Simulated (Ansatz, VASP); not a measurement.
**One calculation of Hg, two programs**

```
Hg
1.0
     2.10575    1.21576    2.00072
    -2.10575    1.21576    2.00072
     0.00000   -2.43151    2.00072
Hg
1
Cartesian
  -2.1058 1.2158 2.0007
```

Alike in both runs: task single point; functional PBE; k mesh 17 × 17 × 17; occupations fermi-dirac, width 0.1 eV; no spin polarisation.

```csv
,VASP,Ansatz
version,VASP 6.6.1,Ansatz 0.2.0
potentials or method,"VASP PAW PBE potentials, release 64 (Hg), cutoff 520 eV","plane waves (420 eV) with PAW, scalar-relativistic"
valence electrons in the cell,12,20
```

```csv
,VASP,Ansatz,Ansatz less VASP
pressure (GPa),-0.2,-0.4,-0.14
"traceless stress, the component that is largest in VASP (GPa)",-0.04,-0.07,-0.032
```

VASP's potentials hold 12 valence electrons a cell and Ansatz's 20, so a difference there can come from the potentials and not from the codes.

Neither program's run includes spin-orbit coupling.
